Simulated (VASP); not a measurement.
# Li6GaSi2 in VASP: a series of runs

Aim: see how the results for Li6GaSi2 move with the level of theory and the settings. Levels: PBE, revPBE. Tasks: single point.

All numbers are computed with VASP 6.6.1; they aren't measurements. Logs are shortened: lines on timing, memory, paths and dates and some standing lists are left out, and cuts for length are marked.

## Step 1: The cell of the first run

The typed cell holds 9 atoms: a = 6.724 Å, b = 6.724 Å, c = 3.300 Å, α = 90.00°, β = 90.00°, γ = 60.00°.

## Step 2: Single point, PBE

INCAR reads:

```
SYSTEM = Li6GaSi2
  PREC = Accurate
  ENCUT = 520
  EDIFF = 1E-6
  ISMEAR = -1
  SIGMA = 0.111
  LREAL = .False.
  LASPH = .True.
  NELM = 100
  ALGO = Normal
  ISIF = 2
  LWAVE = .False.
  LCHARG = .True.
  GGA = PE
  LELF = .True.
  LVHAR = .True.
  NBANDS = 30
```

KPOINTS reads:

```
Automatic mesh
0
Gamma
  3 3 6
  0 0 0
```

POSCAR reads:

```
Li6GaSi2
1.0
    3.3618310000      5.8228600000      0.0000000000
   -3.3618310000      5.8228600000      0.0000000000
    0.0000000000      0.0000000000      3.2995120000
Si Li Ga
2 6 1
Direct
    0.3333000000      0.3334000000      0.5000000000
    0.6667000000      0.6666000000      0.5000000000
    0.5996000000      0.4004000000      0.0000000000
    0.4004000000      0.0000000000      0.0000000000
    0.0000000000      0.5996000000      0.0000000000
    0.2418000000      0.7582000000      0.5000000000
    0.7582000000      0.0000000000      0.5000000000
    0.0000000000      0.2418000000      0.5000000000
    0.0000000000      0.0000000000      0.0000000000
```

Potentials or basis: VASP PAW PBE potentials, release 64 (Si, Li_sv, Ga_d).

Run with:

```sh
cat potpaw_PBE.64/Si/POTCAR potpaw_PBE.64/Li_sv/POTCAR potpaw_PBE.64/Ga_d/POTCAR > POTCAR
mpirun -np 1 vasp_std > vasp.out
```

OUTCAR:

```text
SYSTEM = Li6GaSi2
   PREC = Accurate
   ENCUT = 520
   EDIFF = 1E-6
   ISMEAR = -1
   LREAL = .False.
   LASPH = .True.
   NELM = 100
   ISIF = 2
   GGA = PE

 ion  position               nearest neighbor table
   1  0.333  0.333  0.500-   6 2.60   8 2.60   7 2.60   5 2.63   5 2.63   3 2.63   3 2.63   4 2.63
                             4 2.63
   2  0.667  0.667  0.500-   8 2.60   6 2.60   7 2.60   3 2.63   3 2.63   5 2.63   5 2.63   4 2.63
                             4 2.63
   3  0.600  0.400  0.000-   2 2.63   2 2.63   1 2.63   1 2.63   9 2.69
   4  0.400  0.000  0.000-   1 2.63   1 2.63   2 2.63   2 2.63   9 2.69
   5  0.000  0.600  0.000-   1 2.63   1 2.63   2 2.63   2 2.63   9 2.69
   6  0.242  0.758  0.500-   9 2.32   9 2.32   1 2.60   2 2.60
   7  0.758  0.000  0.500-   9 2.32   9 2.32   2 2.60   1 2.60
   8  0.000  0.242  0.500-   9 2.32   9 2.32   2 2.60   1 2.60
   9  0.000  0.000  0.000-   7 2.32   8 2.32   7 2.32   8 2.32   6 2.32   6 2.32   4 2.69   5 2.69
                             3 2.69

  LATTYP: Found a hexagonal cell.
 ALAT       =     6.7236601827
 C/A-ratio  =     0.4907315228

  Lattice vectors:

 A1 = (   3.3618310000,  -5.8228600000,   0.0000000000)
 A2 = (   3.3618310000,   5.8228600000,   0.0000000000)
 A3 = (   0.0000000000,   0.0000000000,   3.2995120000)

Analysis of symmetry for initial positions (statically):
=====================================================================
 Subroutine PRICEL returns:
 Original cell was already a primitive cell.

 Routine SETGRP: Setting up the symmetry group for a
 hexagonal supercell.

 Subroutine GETGRP returns: Found  4 space group operations
 (whereof  4 operations were pure point group operations)
 out of a pool of 24 trial point group operations.

The static configuration has the point symmetry C_2v.

Analysis of symmetry for dynamics (positions and initial velocities):
=====================================================================
 Subroutine PRICEL returns:
 Original cell was already a primitive cell.

 Routine SETGRP: Setting up the symmetry group for a
 hexagonal supercell.

 Subroutine GETGRP returns: Found  4 space group operations
 (whereof  4 operations were pure point group operations)
 out of a pool of 24 trial point group operations.

The dynamic configuration has the point symmetry C_2v.

 Subroutine INISYM returns: Found  4 space group operations
 (whereof  4 operations are pure point group operations),
 and found     1 'primitive' translations

----------------------------------------------------------------------------------------

                                     Primitive cell

  volume of cell :     129.1790

  direct lattice vectors                    reciprocal lattice vectors
     3.361831000  5.822860000  0.000000000     0.148728476  0.085868456  0.000000000
    -3.361831000  5.822860000  0.000000000    -0.148728476  0.085868456  0.000000000
     0.000000000  0.000000000  3.299512000     0.000000000  0.000000000  0.303075121

  length of vectors
     6.723660183  6.723660183  3.299512000     0.171736866  0.171736866  0.303075121

  position of ions in fractional coordinates (direct lattice)
     0.333300000  0.333400000  0.500000000
     0.666700000  0.666600000  0.500000000
     0.599600000  0.400400000  0.000000000
     0.400400000  1.000000000  0.000000000
     1.000000000  0.599600000  0.000000000
     0.241800000  0.758200000  0.500000000
     0.758200000  1.000000000  0.500000000
     1.000000000  0.241800000  0.500000000
     0.000000000  0.000000000  0.000000000

  ion indices of the primitive-cell ions
   primitive index   ion index
                 1           1
                 2           2
                 3           3
                 4           4
                 5           5
                 6           6
                 7           7
                 8           8
                 9           9

----------------------------------------------------------------------------------------

 KPOINTS: Automatic mesh

Automatic generation of k-mesh.
 Grid dimensions read from file:
 generate k-points for:    3    3    6

 Generating k-lattice:

  Cartesian coordinates                     Fractional coordinates (reciprocal lattice)
     0.049576159  0.028622819  0.000000000     0.333333333 -0.000000000  0.000000000
    -0.049576159  0.028622819  0.000000000    -0.000000000  0.333333333  0.000000000
     0.000000000  0.000000000  0.050512520     0.000000000  0.000000000  0.166666667

  Length of vectors
     0.057245622  0.057245622  0.050512520

  Shift w.r.t. Gamma in fractional coordinates (k-lattice)
     0.000000000  0.000000000  0.000000000

 Subroutine IBZKPT returns following result:
 ===========================================

 Found     16 irreducible k-points:

 Following reciprocal coordinates:
            Coordinates               Weight
  0.000000  0.000000  0.000000      1.000000
  0.333333  0.000000  0.000000      4.000000
  0.000000  0.333333  0.000000      2.000000
 -0.333333  0.333333  0.000000      2.000000
  0.000000  0.000000  0.166667      2.000000
  0.333333  0.000000  0.166667      8.000000
[... 8 lines left out ...]
  0.000000  0.333333  0.500000      2.000000
 -0.333333  0.333333  0.500000      2.000000
   k-points           NKPTS =     16   k-points in BZ     NKDIM =     16   number of bands    NBANDS=     30
   number of dos      NEDOS =    301   number of ions     NIONS =      9
   total plane-waves  NPLWV =  70000
   dimension x,y,z NGX =    50 NGY =   50 NGZ =   28
   dimension x,y,z NGXF=   100 NGYF=  100 NGZF=   56
   ions per type =               2   6   1
   NGX,Y,Z   is equivalent  to a cutoff of  12.36, 12.36, 14.11 a.u.
   NGXF,Y,Z  is equivalent  to a cutoff of  24.73, 24.73, 28.22 a.u.
 SYSTEM =  Li6GaSi2
   PREC   = accura    normal or accurate (medium, high low for compatibility)
   ISTART =      0    job   : 0-new  1-cont  2-samecut
   ICHARG =      2    charge: 1-file 2-atom 10-const
   ISPIN  =      1    spin polarized calculation?
   LNONCOLLINEAR =      F non collinear calculations
   LSORBIT =      F    spin-orbit coupling
   LASPH  =      T    aspherical Exc in radial PAW
   ENCUT  =  520.0 eV  38.22 Ry    6.18 a.u.  12.50 12.50  6.13*2*pi/ulx,y,z
   NELM   =    100;   NELMIN=  2; NELMDL= -5     # of ELM steps
   EDIFF  = 0.1E-05   stopping-criterion for ELM
   LREAL  =      F    real-space projection
   EDIFFG = 0.1E-04   stopping-criterion for IOM
   NSW    =      0    number of steps for IOM
   IBRION =     -1    ionic relax: 0-MD 1-quasi-New 2-CG
   NFREE  =      0    steps in history (QN), initial steepest desc. (CG)
   ISIF   =      2    stress and relaxation
   ISYM   =      2    0-nonsym 1-usesym 2-fastsym
   POTIM  = 0.5000    time-step for ionic-motion
   TEBEG  =    0.0;   TEEND  =   0.0 temperature during run
   PSTRESS=    0.0 pullay stress
   NELECT =      39.0000    total number of electrons
   NUPDOWN=      -1.0000    fix difference up-down
   EMIN   =  10.00;   EMAX   =-10.00  energy-range for DOS
   EFERMI =   0.00;   METHOD = LEGACY
   ISMEAR =    -1;   SIGMA  =   0.11  broadening in eV -4-tet -1-fermi 0-gaus
   EFERMI_NEDOS =   21; number of points for ismear=-14 and -15
   IALGO  =     38    algorithm
   IMIX   =      4    mixing-type and parameters
     AMIX     =   0.40;   BMIX     =  1.00
     AMIX_MAG =   1.60;   BMIX_MAG =  1.00
  volume/ion in A,a.u.               =      14.35        96.86
  Fermi-wavevector in a.u.,A,eV,Ry     =   1.098245  2.075381 16.410546  1.206141
  Thomas-Fermi vector in A             =   2.234619
   LORBIT       =      0    0 simple, 1 ext, 2 COOP (PROOUT), +10 PAW based schemes
   GGA     = PE    functional components
   LHFCALC =     F    Hartree Fock is set to
   AEXX    =    0.0000 exact exchange contribution
   IVDW    =     0    specifies the selected vdW correction
   LEPSILON=     F    determine dielectric tensor
   LRPA    =     F    only Hartree local field effects (RPA)
 non-spin polarized calculation
  energy-cutoff  :      520.00
  volume of cell :      129.18
 maximum number of plane-waves:      3516
 NGX is ok and might be reduce to    50
   NGX = 25   NGY = 25   NGZ = 13

 number of electron      39.0000033 magnetization

 Free energy of the ion-electron system (eV)
  ---------------------------------------------------
  ext. energy  EPLUGINS =         0.00000000
  ---------------------------------------------------
  free energy    TOTEN  =       -24.87693419 eV

  energy without entropy =      -24.72562681  energy(sigma->0) =      -24.80128050

 E-fermi :   3.7578     XC(G=0):  -9.2300

 val. band max:        3.6987746808   @ k =   0.3333   0.0000   0.3333
 cond. band min:       3.8771374727   @ k =  -0.3333   0.3333   0.5000
 fundamental gap:      0.1783627919
 Fermi energy:         3.7578124489

 k-point     1 :       0.0000    0.0000    0.0000
  band No.  band energies     occupation
      1     -41.7799      2.00000
      2     -41.7670      2.00000
      3     -41.7667      2.00000
      4     -41.7345      2.00000
      5     -41.7308      2.00000
      6     -41.7307      2.00000
[... 22 lines left out ...]
     29      11.3184      0.00000
     30      11.3702      0.00000

 k-point     2 :       0.3333    0.0000    0.0000
  band No.  band energies     occupation
      1     -41.7763      2.00000
      2     -41.7694      2.00000
      3     -41.7678      2.00000
      4     -41.7385      2.00000
      5     -41.7296      2.00000
      6     -41.7276      2.00000
[... 22 lines left out ...]
     29      10.8740      0.00000
     30      11.3068      0.00000

 k-point     3 :       0.0000    0.3333    0.0000
  band No.  band energies     occupation
      1     -41.7763      2.00000
      2     -41.7694      2.00000
      3     -41.7678      2.00000
      4     -41.7385      2.00000
      5     -41.7297      2.00000
      6     -41.7275      2.00000
[... 22 lines left out ...]
     29      10.8744      0.00000
     30      11.3067      0.00000

 k-point     4 :      -0.3333    0.3333    0.0000
  band No.  band energies     occupation
      1     -41.7722      2.00000
      2     -41.7708      2.00000
      3     -41.7706      2.00000
      4     -41.7400      2.00000
      5     -41.7279      2.00000
      6     -41.7278      2.00000
[... 22 lines left out ...]
     29      11.7732      0.00000
     30      11.9816      0.00000

 k-point     5 :       0.0000    0.0000    0.1667
  band No.  band energies     occupation
      1     -41.7768      2.00000
      2     -41.7662      2.00000
      3     -41.7659      2.00000
      4     -41.7357      2.00000
      5     -41.7300      2.00000
      6     -41.7299      2.00000
[... 22 lines left out ...]
     29      10.3345      0.00000
     30      10.3348      0.00000
[... 262 lines left out ...]
     29      10.1510      0.00000
     30      10.3958      0.00000

 k-point    14 :       0.3333    0.0000    0.5000
  band No.  band energies     occupation
      1     -41.7654      2.00000
      2     -41.7642      2.00000
      3     -41.7639      2.00000
      4     -41.7417      2.00000
      5     -41.7279      2.00000
      6     -41.7277      2.00000
[... 22 lines left out ...]
     29       9.2436      0.00000
     30       9.8544      0.00000

 k-point    15 :       0.0000    0.3333    0.5000
  band No.  band energies     occupation
      1     -41.7653      2.00000
      2     -41.7644      2.00000
      3     -41.7637      2.00000
      4     -41.7417      2.00000
      5     -41.7279      2.00000
      6     -41.7277      2.00000
[... 22 lines left out ...]
     29       9.2434      0.00000
     30       9.8552      0.00000

 k-point    16 :      -0.3333    0.3333    0.5000
  band No.  band energies     occupation
      1     -41.7649      2.00000
      2     -41.7646      2.00000
      3     -41.7638      2.00000
      4     -41.7417      2.00000
      5     -41.7278      2.00000
      6     -41.7277      2.00000
[... 22 lines left out ...]
     29       8.7346      0.00000
     30       8.8130      0.00000

------------------------ aborting loop because EDIFF is reached ----------------------------------------

  FORCE on cell =-STRESS in cart. coord.  units (eV):
  Direction    XX          YY          ZZ          XY          YZ          ZX
  --------------------------------------------------------------------------------------
  -------------------------------------------------------------------------------------
  Total        6.4683668      6.4681846      2.5868437     -0.0001538      0.0000000      0.0000000
  in kB       80.2256584     80.2233983     32.0840247     -0.0019073      0.0000000      0.0000000
  external PRESSURE =      64.1776938 kB  Pullay stress =       0.0000000 kB

 VOLUME and BASIS-vectors are now :
 -----------------------------------------------------------------------------
  energy-cutoff  :      520.00
  volume of cell :      129.18
      direct lattice vectors                 reciprocal lattice vectors
     3.361831000  5.822860000  0.000000000     0.148728476  0.085868456  0.000000000
    -3.361831000  5.822860000  0.000000000    -0.148728476  0.085868456  0.000000000
     0.000000000  0.000000000  3.299512000     0.000000000  0.000000000  0.303075121

 POSITION                                       TOTAL-FORCE (eV/Angst)
 -----------------------------------------------------------------------------------
     -0.00034      3.88210      1.64976         0.001475     -0.000892      0.000000
      0.00034      7.76362      1.64976        -0.001510      0.000831      0.000000
      0.66968      5.82286      0.00000        -0.274340     -0.000371      0.000000
      1.34608      2.33147      0.00000         0.137520      0.238192      0.000000
     -2.01575      3.49139      0.00000         0.136849     -0.237771      0.000000
     -1.73605      5.82286      1.64976         1.308487      0.000565      0.000000
      2.54894      4.41489      1.64976        -0.654733     -1.134030      0.000000
     -0.81289      1.40797      1.64976        -0.653754      1.133465      0.000000
      0.00000      0.00000      0.00000         0.000007      0.000012      0.000000
 -----------------------------------------------------------------------------------
    total drift:                               -0.000016     -0.000024      0.000000

  FREE ENERGIE OF THE ION-ELECTRON SYSTEM (eV)
  ---------------------------------------------------
  free  energy   TOTEN  =       -24.8769341911 eV

  energy  without entropy=      -24.7256268106  energy(sigma->0) =      -24.80128050
```

Run time: 32 s. Hardware: 1 thread of Intel Xeon 6975P-C (Granite Rapids), shared host; peak memory 0.26 GiB.

What came out:

```yaml
Free_energy: -24.8769 eV
Largest_force: 1.309 eV/Å
```

Forces on the atoms (eV/Å):
```
Si   0.001 -0.001  0.000
Si  -0.002  0.001  0.000
Li  -0.274  0.000  0.000
Li   0.138  0.238  0.000
Li   0.137 -0.238  0.000
Li   1.308  0.001  0.000
Li  -0.655 -1.134  0.000
Li  -0.654  1.133  0.000
Ga   0.000  0.000  0.000
```

Levels at points of the mesh, in eV from the Fermi level:
```tsv
k point	band 15	band 16	band 17	band 18	band 19	band 20	band 21	band 22	band 23	band 24
(0.00, 0.00, 0.00)	-2.82	-2.82	-2.62	-2.62	1.49	1.49	2.34	4.10	4.59	4.73
(0.00, 0.00, 0.50)	-2.68	-2.56	-2.19	-1.78	-1.78	-0.72	-0.72	0.50	0.50	3.01
```

Caveat: the cutoff is under 1.25 times the usual one of these potentials, so pressure, stress and relaxed cells hold a basis-set (Pulay) error; forces of over 1 eV/Å act on the atoms, so gaps and moduli don't describe the material at rest.

## Step 3: Single point, PBE

INCAR reads:

```
PREC = Accurate
ENCUT = 520
EDIFF = 1E-6
ISMEAR = -1
SIGMA = 0.111
LREAL = False
LASPH = True
NELM = 60
ALGO = Normal
ISIF = 2
LWAVE = False
LCHARG = False
GGA = PE
NBANDS = 30
```

KPOINTS reads:

```
Automatic mesh
0
Gamma
  3 3 6
```

POSCAR is that of step 2.

Potentials or basis: VASP PAW PBE potentials, release 64 (Si, Li_sv, Ga_d).

Run with:

```sh
cat potpaw_PBE.64/Si/POTCAR potpaw_PBE.64/Li_sv/POTCAR potpaw_PBE.64/Ga_d/POTCAR > POTCAR
mpirun -np 1 vasp_std > vasp.out
```

It took 37 s on 1 thread of Intel Xeon 6975P-C (Granite Rapids), shared host; peak memory 0.26 GiB.

The run converged. Its results:

```
Free energy   : -24.8769 eV
Largest force : 1.309 eV/Å
```

Forces on the atoms (eV/Å):
```
Si   0.001 -0.001  0.000
Si  -0.002  0.001  0.000
Li  -0.274  0.000  0.000
Li   0.138  0.238  0.000
Li   0.137 -0.238  0.000
Li   1.308  0.001  0.000
Li  -0.655 -1.134  0.000
Li  -0.654  1.133  0.000
Ga   0.000  0.000  0.000
```

Levels at points of the mesh, in eV from the Fermi level:
```csv
k point,band 16,band 17,band 18,band 19,band 20,band 21,band 22,band 23
"(0.00, 0.00, 0.00)",-2.82,-2.62,-2.62,1.49,1.49,2.34,4.10,4.59
"(0.00, 0.00, 0.50)",-2.56,-2.19,-1.78,-1.78,-0.72,-0.72,0.50,0.50
```

Caveat: the cutoff is under 1.25 times the usual one of these potentials, so pressure, stress and relaxed cells hold a basis-set (Pulay) error; forces of over 1 eV/Å act on the atoms, so gaps and moduli don't describe the material at rest.

## Step 4: Single point, revPBE

INCAR reads:

```
SYSTEM = Li6GaSi2
PREC = Accurate
ENCUT = 520
EDIFF = 1E-6
ISMEAR = -1
SIGMA = 0.111
LREAL = .False.
LASPH = .True.
NELM = 60
ALGO = Normal
ISIF = 2
LWAVE = .False.
LCHARG = .True.
GGA = RE
LELF = .True.
LVHAR = .True.
NBANDS = 30
```

KPOINTS reads:

```
Automatic mesh
0
Gamma
  3 3 6
  0 0 0
```

POSCAR is that of step 3.

Run with:

```sh
cat potpaw_PBE.64/Si/POTCAR potpaw_PBE.64/Li_sv/POTCAR potpaw_PBE.64/Ga_d/POTCAR > POTCAR
mpirun -np 1 vasp_std > vasp.out
```

Run time: 34 s. Hardware: 1 thread of Intel Xeon 6975P-C (Granite Rapids), shared host; peak memory 0.26 GiB.

It converged, with:

```
Free energy   : -23.2354 eV
Largest force : 1.357 eV/Å
```

Forces on the atoms (eV/Å):
```
Si   0.002 -0.001  0.000
Si  -0.002  0.001  0.000
Li  -0.284  0.000  0.000
Li   0.142  0.247  0.000
Li   0.142 -0.246  0.000
Li   1.356  0.001  0.000
Li  -0.679 -1.175  0.000
Li  -0.678  1.175  0.000
Ga   0.000  0.000  0.000
```

Levels at points of the mesh, in eV from the Fermi level:
| k point | band 15 | band 16 | band 17 | band 18 | band 19 | band 20 | band 21 | band 22 | band 23 | band 24 |
| --- | --- | --- | --- | --- | --- | --- | --- | --- | --- | --- |
| (0.00, 0.00, 0.00) | -2.83 | -2.83 | -2.63 | -2.63 | 1.49 | 1.49 | 2.36 | 4.11 | 4.60 | 4.75 |
| (0.00, 0.00, 0.50) | -2.69 | -2.57 | -2.20 | -1.78 | -1.78 | -0.71 | -0.71 | 0.49 | 0.49 | 3.00 |

Caveat: the cutoff is under 1.25 times the usual one of these potentials, so pressure, stress and relaxed cells hold a basis-set (Pulay) error; the PAW data sets were made with another functional, which shifts forces and pressure a little.
